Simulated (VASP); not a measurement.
A run of VASP 6.6.1:

POSCAR

```
Se
1.0
    4.3662000000      0.0000000000      0.0000000000
   -2.1831000000      3.7812401180      0.0000000000
    0.0000000000      0.0000000000      4.9536000000
Se
3
Direct
    0.7746000000      0.7746000000      0.0000000000
    0.0000000000      0.2254000000      0.6666666667
    0.2254000000      0.0000000000      0.3333333333
```

Contents of INCAR.step1:

```
PREC     = Accurate       # precision mode
ENCUT    = 400            # plane-wave cutoff, eV
EDIFF    = 1E-5           # SCF threshold, eV
ISMEAR   = -1             # smearing method
SIGMA    = 0.05           # smearing width, eV
LREAL    = False          # projectors in reciprocal space
LASPH    = True           # aspherical terms in the spheres
NELM     = 120            # most SCF steps
ALGO     = Normal         # electronic algorithm
ISIF     = 2              # what is computed and relaxed
LWAVE    = True           # write WAVECAR
NBANDS   = 16             # bands
GGA      = PE             # functional
GGA_COMPAT= False
```

The input INCAR.step2:

```
PREC     = Accurate       # precision mode
ENCUT    = 400            # plane-wave cutoff, eV
EDIFF    = 1E-6           # SCF threshold, eV
ISMEAR   = -1             # smearing method
SIGMA    = 0.05           # smearing width, eV
LREAL    = False          # projectors in reciprocal space
LASPH    = True           # aspherical terms in the spheres
NELM     = 120            # most SCF steps
ALGO     = Normal         # electronic algorithm
ISIF     = 2              # what is computed and relaxed
LWAVE    = False          # write WAVECAR
LCHARG   = True           # write CHGCAR
GGA      = PS             # functional
LHFCALC  = True           # exact exchange
AEXX     = 0.25           # exact-exchange fraction
PRECFOCK = Normal       
LELF     = True           # ELF
LVHAR    = True         
NBANDS   = 16             # bands
ISTART   = 1            
GGA_COMPAT= False
```

The input KPOINTS:

```
regular mesh
0
Gamma
  4 4 3
```

Potentials or basis: VASP PAW PBE potentials, release 64 (Se).

The run is started by

```console
$ cat potpaw_PBE.64/Se/POTCAR > POTCAR
$ cp INCAR.step1 INCAR
$ mpirun -np 1 vasp_std > vasp.out
$ cp INCAR.step2 INCAR
$ mpirun -np 1 vasp_std > vasp.out
```

Hardware: 1 thread of AMD EPYC 7R13, with other jobs on the host.

Question: How long does it take, and how much memory?

Answer: Run time: 9.4 min on 1 thread of AMD EPYC 7R13 (shared host), peak memory 0.15 GiB. Counts: k points 9.
